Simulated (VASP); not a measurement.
The system is YP2Pd2.

```
CELL_PARAMETERS angstrom
-2.04274 2.04274 4.92853
2.04274 -2.04274 4.92853
2.04274 2.04274 -4.92853
ATOMIC_POSITIONS crystal
Y 0.00000 0.00000 0.00000
P 0.38944 0.38944 0.00000
P 0.61056 0.61056 0.00000
Pd 0.75000 0.25000 0.50000
Pd 0.25000 0.75000 0.50000
```

* Program: VASP 6.6.1
* Task: relaxation of cell and atoms
* Functional: LDA
* Potentials or basis: VASP PAW LDA potentials, release 64 (Y_sv, P, Pd)
* Cutoff: 600 eV
* k mesh: 9 × 9 × 9
* Occupations: methfessel-paxton, width 0.05 eV
* Spin: no spin polarisation

At the start: pressure -6.9 GPa; volume 16.45 Å³/atom.

**Question.** Where does the relaxation end?

**Answer.** Over 5 steps the energy falls by 17.6 meV/atom and the volume is 15.71 Å³/atom (-4.5 %); space group I4/mmm (No. 139, to 0.1 Å) before and after.

Step by step:
| step | energy change (eV) | largest force (eV/Å) | pressure (GPa) | volume (Å³) |
| --- | --- | --- | --- | --- |
| 1 | 0.0000 | 0.4165 | -6.92 | 82.26 |
| 2 | 0.0651 | 0.5726 | 11.23 | 74.09 |
| 3 | -0.0880 | 0.0608 | -0.07 | 78.58 |
| 4 | -0.0881 | 0.0523 | 0.09 | 78.51 |
| 5 | -0.0881 | 0.0257 | 0.03 | 78.55 |

Final structure:
```yaml
crystal:
  lattice:
    - [-2.01009, 2.01009, 4.86015]
    - [2.01009, -2.01009, 4.86015]
    - [2.01009, 2.01009, -4.86015]
  atoms:
    - { symbol: Y, position: [0.00000, 0.00000, 0.00000] }
    - { symbol: P, position: [0.38831, 0.38831, 0.00000] }
    - { symbol: P, position: [0.61169, 0.61169, 0.00000] }
    - { symbol: Pd, position: [0.75000, 0.25000, 0.50000] }
    - { symbol: Pd, position: [0.25000, 0.75000, 0.50000] }
```

Caveat: the relaxation stopped at a loose force limit of 0.05 eV/Å, so its end isn't a converged minimum.
